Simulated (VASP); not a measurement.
# C (P6_3/mmc) in VASP: single point with PBEsol

Aim: the single point of C with PBEsol.

Program: VASP 6.6.1. These are calculated values, not measurements. Logs are shortened: lines on timing, memory, paths and dates and some standing lists are left out, and cuts for length are marked.

**1. The cell of the first run**

It takes space group P6_3/mmc (No. 194, hexagonal). Conventional cell: a = 2.505 Å, b = 2.505 Å, c = 8.264 Å, α = 90.00°, β = 90.00°, γ = 120.00°. Within 2.0 Å of C (site symmetry 3m) lie 4 C at 1.54 Å. C (site symmetry 3m) has 4 C at 1.54 to 1.56 Å within 2.0 Å.

**2. Single point, PBEsol**

The input, INCAR:

```
SYSTEM = C
ALGO = Normal
EDIFF = 1E-6
ENCUT = 910
GGA = PS
GGA_COMPAT = .False.
ISIF = 2
ISMEAR = 0
LASPH = .True.
LCHARG = .False.
LREAL = .False.
LWAVE = .False.
NBANDS = 26
NELM = 120
PREC = Accurate
SIGMA = 0.02
```

The input, KPOINTS:

```
k-points
0
Gamma
  12 12 4
  0 0 0
```

The input, POSCAR:

```
C
1.0
    2.5052632673      0.0000000000      0.0000000000
   -1.2526316336      2.1696216326      0.0000000000
    0.0000000000      0.0000000000      8.2643755074
C
8
Direct
    0.0000000000      0.0000000000      0.0929513617
    0.0000000000      0.0000000000      0.5929513617
    0.0000000000      0.0000000000      0.4070486383
    0.0000000000      0.0000000000      0.9070486383
    0.3333333333      0.6666666667      0.1555435578
    0.6666666667      0.3333333333      0.6555435578
    0.3333333333      0.6666666667      0.3444564422
    0.6666666667      0.3333333333      0.8444564422
```

Potentials or basis: VASP PAW PBE potentials, release 64 (C_h).

Run with:

```console
$ cat potpaw_PBE.64/C_h/POTCAR > POTCAR
$ mpirun -np 1 vasp_std > vasp.out
```

OUTCAR:

```text
SYSTEM = C
   EDIFF = 1E-6
   ENCUT = 910
   GGA = PS
   ISIF = 2
   ISMEAR = 0
   LASPH = .True.
   LREAL = .False.
   NELM = 120
   PREC = Accurate

 ion  position               nearest neighbor table
   1  0.000  0.000  0.093-
   2  0.000  0.000  0.593-
   3  0.000  0.000  0.407-
   4  0.000  0.000  0.907-
   5  0.333  0.667  0.156-
   6  0.667  0.333  0.656-
   7  0.333  0.667  0.344-
   8  0.667  0.333  0.844-

  LATTYP: Found a hexagonal cell.
 ALAT       =     2.5052632673
 C/A-ratio  =     3.2988052055

  Lattice vectors:

 A1 = (   2.5052632673,   0.0000000000,   0.0000000000)
 A2 = (  -1.2526316336,   2.1696216326,   0.0000000000)
 A3 = (   0.0000000000,   0.0000000000,   8.2643755074)

Analysis of symmetry for initial positions (statically):
=====================================================================
 Subroutine PRICEL returns:
 Original cell was already a primitive cell.

 Routine SETGRP: Setting up the symmetry group for a
 hexagonal supercell.

 Subroutine GETGRP returns: Found 24 space group operations
 (whereof 12 operations were pure point group operations)
 out of a pool of 24 trial point group operations.

The static configuration has the point symmetry D_3d.
 The point group associated with its full space group is D_6h.

Analysis of symmetry for dynamics (positions and initial velocities):
=====================================================================
 Subroutine PRICEL returns:
 Original cell was already a primitive cell.

 Routine SETGRP: Setting up the symmetry group for a
 hexagonal supercell.

 Subroutine GETGRP returns: Found 24 space group operations
 (whereof 12 operations were pure point group operations)
 out of a pool of 24 trial point group operations.

The dynamic configuration has the point symmetry D_3d.
 The point group associated with its full space group is D_6h.

 Subroutine INISYM returns: Found 24 space group operations
 (whereof 12 operations are pure point group operations),
 and found     1 'primitive' translations

----------------------------------------------------------------------------------------

                                     Primitive cell

  volume of cell :      44.9208

  direct lattice vectors                    reciprocal lattice vectors
     2.505263267  0.000000000  0.000000000     0.399159646  0.230454929  0.000000000
    -1.252631634  2.169621633  0.000000000     0.000000000  0.460909859  0.000000000
     0.000000000  0.000000000  8.264375507     0.000000000  0.000000000  0.121001278

  length of vectors
     2.505263267  2.505263267  8.264375507     0.460909859  0.460909859  0.121001278

  position of ions in fractional coordinates (direct lattice)
     0.000000000  0.000000000  0.092951362
     0.000000000  0.000000000  0.592951362
     0.000000000  0.000000000  0.407048638
     0.000000000  0.000000000  0.907048638
     0.333333333  0.666666667  0.155543558
     0.666666667  0.333333333  0.655543558
     0.333333333  0.666666667  0.344456442
     0.666666667  0.333333333  0.844456442

  ion indices of the primitive-cell ions
   primitive index   ion index
                 1           1
                 2           2
                 3           3
                 4           4
                 5           5
                 6           6
                 7           7
                 8           8

----------------------------------------------------------------------------------------

 KPOINTS: k-points

Automatic generation of k-mesh.
 Grid dimensions read from file:
 generate k-points for:   12   12    4

 Generating k-lattice:

  Cartesian coordinates                     Fractional coordinates (reciprocal lattice)
     0.033263304  0.019204577  0.000000000     0.083333333  0.000000000  0.000000000
     0.000000000  0.038409155  0.000000000     0.000000000  0.083333333  0.000000000
     0.000000000  0.000000000  0.030250320     0.000000000  0.000000000  0.250000000

  Length of vectors
     0.038409155  0.038409155  0.030250320

  Shift w.r.t. Gamma in fractional coordinates (k-lattice)
     0.000000000  0.000000000  0.000000000

 Subroutine IBZKPT returns following result:
 ===========================================

 Found     57 irreducible k-points:

 Following reciprocal coordinates:
            Coordinates               Weight
  0.000000  0.000000  0.000000      1.000000
  0.083333 -0.000000  0.000000      6.000000
  0.166667 -0.000000  0.000000      6.000000
  0.250000 -0.000000  0.000000      6.000000
  0.333333 -0.000000  0.000000      6.000000
  0.416667  0.000000  0.000000      6.000000
[... 16 lines left out ...]
  0.250000 -0.000000  0.250000     12.000000
  0.333333 -0.000000  0.250000     12.000000
 [... further k-points ...]
   k-points           NKPTS =     57   k-points in BZ     NKDIM =     57   number of bands    NBANDS=     26
   number of dos      NEDOS =    301   number of ions     NIONS =      8
   total plane-waves  NPLWV =  65856
   dimension x,y,z NGX =    28 NGY =   28 NGZ =   84
   dimension x,y,z NGXF=    56 NGYF=   56 NGZF=  168
   ions per type =               8
   NGX,Y,Z   is equivalent  to a cutoff of  18.58, 18.58, 16.90 a.u.
   NGXF,Y,Z  is equivalent  to a cutoff of  37.16, 37.16, 33.79 a.u.
 SYSTEM =  C
   PREC   = accura    normal or accurate (medium, high low for compatibility)
   ISTART =      0    job   : 0-new  1-cont  2-samecut
   ICHARG =      2    charge: 1-file 2-atom 10-const
   ISPIN  =      1    spin polarized calculation?
   LNONCOLLINEAR =      F non collinear calculations
   LSORBIT =      F    spin-orbit coupling
   LASPH  =      T    aspherical Exc in radial PAW
   ENCUT  =  910.0 eV  66.88 Ry    8.18 a.u.   6.16  6.16 20.33*2*pi/ulx,y,z
   NELM   =    120;   NELMIN=  2; NELMDL= -5     # of ELM steps
   EDIFF  = 0.1E-05   stopping-criterion for ELM
   LREAL  =      F    real-space projection
   EDIFFG = 0.1E-04   stopping-criterion for IOM
   NSW    =      0    number of steps for IOM
   IBRION =     -1    ionic relax: 0-MD 1-quasi-New 2-CG
   NFREE  =      0    steps in history (QN), initial steepest desc. (CG)
   ISIF   =      2    stress and relaxation
   ISYM   =      2    0-nonsym 1-usesym 2-fastsym
   POTIM  = 0.5000    time-step for ionic-motion
   TEBEG  =    0.0;   TEEND  =   0.0 temperature during run
   PSTRESS=    0.0 pullay stress
   NELECT =      32.0000    total number of electrons
   NUPDOWN=      -1.0000    fix difference up-down
   EMIN   =  10.00;   EMAX   =-10.00  energy-range for DOS
   EFERMI =   0.00;   METHOD = LEGACY
   ISMEAR =     0;   SIGMA  =   0.02  broadening in eV -4-tet -1-fermi 0-gaus
   EFERMI_NEDOS =   21; number of points for ismear=-14 and -15
   IALGO  =     38    algorithm
   IMIX   =      4    mixing-type and parameters
     AMIX     =   0.40;   BMIX     =  1.00
     AMIX_MAG =   1.60;   BMIX_MAG =  1.00
  volume/ion in A,a.u.               =       5.62        37.89
  Fermi-wavevector in a.u.,A,eV,Ry     =   1.462095  2.762960 29.085483  2.137723
  Thomas-Fermi vector in A             =   2.578349
   LORBIT       =      0    0 simple, 1 ext, 2 COOP (PROOUT), +10 PAW based schemes
   GGA     = PS    functional components
   LHFCALC =     F    Hartree Fock is set to
   AEXX    =    0.0000 exact exchange contribution
   IVDW    =     0    specifies the selected vdW correction
   LEPSILON=     F    determine dielectric tensor
   LRPA    =     F    only Hartree local field effects (RPA)
 non-spin polarized calculation
 Gauss-broadening in eV      SIGMA  =   0.02
  energy-cutoff  :      910.00
  volume of cell :       44.92
 maximum number of plane-waves:      2828
 NGX is ok and might be reduce to    28
   NGX = 13   NGY = 13   NGZ = 41

 number of electron      32.0000000 magnetization

 Free energy of the ion-electron system (eV)
  ---------------------------------------------------
  ext. energy  EPLUGINS =         0.00000000
  ---------------------------------------------------
  free energy    TOTEN  =       -77.03733369 eV

  energy without entropy =      -77.03733369  energy(sigma->0) =      -77.03733369

 E-fermi :  11.4047     XC(G=0): -13.6218

 val. band max:       11.2143176027   @ k =   0.0000   0.0000   0.0000
 cond. band min:      15.6493292842   @ k =   0.4167   0.0000   0.0000
 fundamental gap:      4.4350116816
 Fermi energy:        11.4046572742

 k-point     1 :       0.0000    0.0000    0.0000
  band No.  band energies     occupation
      1     -10.5911      2.00000
      2      -8.9324      2.00000
      3      -8.8278      2.00000
      4      -4.8107      2.00000
      5      -2.5128      2.00000
      6       4.2767      2.00000
[... 18 lines left out ...]
     25      19.5151      0.00000
     26      19.8096      0.00000

 k-point     2 :       0.0833   -0.0000    0.0000
  band No.  band energies     occupation
      1     -10.4176      2.00000
      2      -8.7615      2.00000
      3      -8.6577      2.00000
      4      -4.6564      2.00000
      5      -2.3503      2.00000
      6       4.3654      2.00000
[... 18 lines left out ...]
     25      19.9658      0.00000
     26      20.4463      0.00000

 k-point     3 :       0.1667   -0.0000    0.0000
  band No.  band energies     occupation
      1      -9.8990      2.00000
      2      -8.2505      2.00000
      3      -8.1493      2.00000
      4      -4.1953      2.00000
      5      -1.8742      2.00000
      6       4.5524      2.00000
[... 18 lines left out ...]
     25      20.6471      0.00000
     26      21.6756      0.00000

 k-point     4 :       0.2500   -0.0000    0.0000
  band No.  band energies     occupation
      1      -9.0416      2.00000
      2      -7.4066      2.00000
      3      -7.3112      2.00000
      4      -3.4352      2.00000
      5      -1.1409      2.00000
      6       2.8897      2.00000
[... 18 lines left out ...]
     25      21.9656      0.00000
     26      21.9761      0.00000

 k-point     5 :       0.3333   -0.0000    0.0000
  band No.  band energies     occupation
      1      -7.8598      2.00000
      2      -6.2464      2.00000
      3      -6.1662      2.00000
      4      -2.4016      2.00000
      5      -0.5808      2.00000
      6       0.7635      2.00000
[... 18 lines left out ...]
     25      22.4371      0.00000
     26      23.0764      0.00000

 k-point     6 :       0.4167    0.0000    0.0000
  band No.  band energies     occupation
      1      -6.3963      2.00000
      2      -4.8228      2.00000
      3      -4.8205      2.00000
      4      -2.0337      2.00000
      5      -1.3821      2.00000
      6      -0.6861      2.00000
[... 427 lines left out ...]
 k-point    21 :       0.0833   -0.0000    0.2500
  band No.  band energies     occupation
      1     -10.3100      2.00000
      2      -9.4538      2.00000
      3      -7.7667      2.00000
      4      -5.4357      2.00000
      5      -1.3929      2.00000
      6       2.3237      2.00000
[... 18 lines left out ...]
     25      19.9495      0.00000
     26      20.4300      0.00000

 k-point    22 :       0.1667   -0.0000    0.2500
  band No.  band energies     occupation
      1      -9.7919      2.00000
      2      -8.9398      2.00000
      3      -7.2635      2.00000
      4      -4.9575      2.00000
      5      -0.9432      2.00000
      6       2.6546      2.00000
[... 18 lines left out ...]
     25      21.2729      0.00000
     26      21.8204      0.00000

 k-point    23 :       0.2500   -0.0000    0.2500
  band No.  band energies     occupation
      1      -8.9353      2.00000
      2      -8.0908      2.00000
      3      -6.4345      2.00000
      4      -4.1720      2.00000
      5      -0.2627      2.00000
      6       2.7840      2.00000
[... 18 lines left out ...]
     25      21.3973      0.00000
     26      22.9775      0.00000

 k-point    24 :       0.3333   -0.0000    0.2500
  band No.  band energies     occupation
      1      -7.7550      2.00000
      2      -6.9239      2.00000
      3      -5.3034      2.00000
      4      -3.1138      2.00000
      5      -0.0481      2.00000
      6       0.9377      2.00000
[... 18 lines left out ...]
     25      21.7377      0.00000
     26      23.4461      0.00000

 [... further k-points ...]

------------------------ aborting loop because EDIFF is reached ----------------------------------------

  FORCE on cell =-STRESS in cart. coord.  units (eV):
  Direction    XX          YY          ZZ          XY          YZ          ZX
  --------------------------------------------------------------------------------------
  -------------------------------------------------------------------------------------
  Total        0.0167442      0.0167442      0.0066966      0.0000000     -0.0000000     -0.0000000
  in kB        0.5972111      0.5972111      0.2388453      0.0000000     -0.0000000     -0.0000000
  external PRESSURE =       0.4777558 kB  Pullay stress =       0.0000000 kB

 VOLUME and BASIS-vectors are now :
 -----------------------------------------------------------------------------
  energy-cutoff  :      910.00
  volume of cell :       44.92
      direct lattice vectors                 reciprocal lattice vectors
     2.505263267  0.000000000  0.000000000     0.399159646  0.230454929  0.000000000
    -1.252631634  2.169621633  0.000000000     0.000000000  0.460909859  0.000000000
     0.000000000  0.000000000  8.264375507     0.000000000  0.000000000  0.121001278

 POSITION                                       TOTAL-FORCE (eV/Angst)
 -----------------------------------------------------------------------------------
      0.00000      0.00000      0.76818        -0.000000      0.000000      0.000618
      0.00000      0.00000      4.90037         0.000000     -0.000000      0.000618
      0.00000      0.00000      3.36400        -0.000000     -0.000000     -0.000618
      0.00000      0.00000      7.49619         0.000000      0.000000     -0.000618
     -0.00000      1.44641      1.28547        -0.000000      0.000000      0.000524
      1.25263      0.72321      5.41766         0.000000      0.000000      0.000524
     -0.00000      1.44641      2.84672        -0.000000      0.000000     -0.000524
      1.25263      0.72321      6.97891         0.000000     -0.000000     -0.000524
 -----------------------------------------------------------------------------------
    total drift:                                0.000000     -0.000000     -0.000000

  FREE ENERGIE OF THE ION-ELECTRON SYSTEM (eV)
  ---------------------------------------------------
  free  energy   TOTEN  =       -77.0373336939 eV

  energy  without entropy=      -77.0373336939  energy(sigma->0) =      -77.03733369
```

Wall time 86 s (1 thread of Intel Xeon Platinum 8488C (Sapphire Rapids), shared host); peak memory 0.29 GiB.

What came out:

* Free energy: -77.0373 eV
* Pressure: 0.0 GPa
* Band gap on the k mesh: 4.43 eV (least direct gap 5.27 eV)

Caveat: the cutoff is under 1.25 times the usual one of these potentials, so pressure, stress and relaxed cells hold a basis-set (Pulay) error; the PAW data sets were made with another functional, which shifts forces and pressure a little. A k mesh can miss the band edges.
